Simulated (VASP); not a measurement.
Write the native input for VASP 6.6.1 that does the following.

```
Task                   : single point
Functional             : LDA
Potentials or basis    : VASP PAW LDA potentials, release 64 (Co, O)
Cutoff                 : 520 eV
k mesh                 : 12 × 12 × 12
Occupations            : fermi-dirac, width 0.05 eV
Spin                   : collinear spin, ferromagnetic start
Starting moments       : [2.0, 0.0] μB
Dipole correction      : no
Further INCAR settings : ALGO = Normal; EDIFF = 1e-06; NBANDS = 18
```

The structure of CoO lies in POSCAR:

```
CoO
1.0
   -1.5080000000      1.5080000000      2.1072475377
    1.5080000000     -1.5080000000      2.1072475377
    1.5080000000      1.5080000000     -2.1072475377
Co O
1 1
Direct
    0.0000000000      0.0000000000      0.0000000000
    0.5000000000      0.5000000000      0.0000000000
```

These files were run (other wordings do the same):

INCAR

```
SYSTEM = CoO
ALGO     = Normal         ! electronic algorithm
EDIFF    = 1E-6           ! SCF threshold, eV
ENCUT    = 520            ! plane-wave cutoff, eV
GGA      = CA             ! functional
ISIF     = 2              ! what is computed and relaxed
ISMEAR   = -1             ! smearing method
ISPIN    = 2              ! spin polarisation
LASPH    = .TRUE.         ! aspherical terms in the spheres
LCHARG   = .FALSE.        ! write CHGCAR
LMAXMIX  = 4              ! l up to which the mixer works
LORBIT   = 11             ! projections on sites
LREAL    = .FALSE.        ! projectors in reciprocal space
LWAVE    = .FALSE.        ! write WAVECAR
MAGMOM   = 2 0            ! initial moments
NBANDS   = 18             ! bands
NELM     = 150            ! most SCF steps
PREC     = Accurate       ! precision mode
SIGMA    = 0.05           ! smearing width, eV
```

KPOINTS

```
k-points
0
G
  12 12 12
  0 0 0
```

Potentials or basis: VASP PAW LDA potentials, release 64 (Co, O).

The run is started by

```sh
$ cat potpaw_LDA.64/Co/POTCAR potpaw_LDA.64/O/POTCAR > POTCAR
$ mpirun -np 1 vasp_std > vasp.out
```

It gave:

The pressure is -19.9 GPa and the net moment is 2.65 μB per cell. The site moments are Co +2.33; O +0.27 μB. The valence electrons inside the program's atomic spheres are Co 7.86; O 4.93.

Caveat: a cell with one magnetic atom can't hold antiferromagnetic order, which such compounds often take.

Run time: 38 s on 1 thread of Intel(R) Xeon(R) 6975P-C (Granite Rapids), on a shared host, peak memory 0.2 GiB.
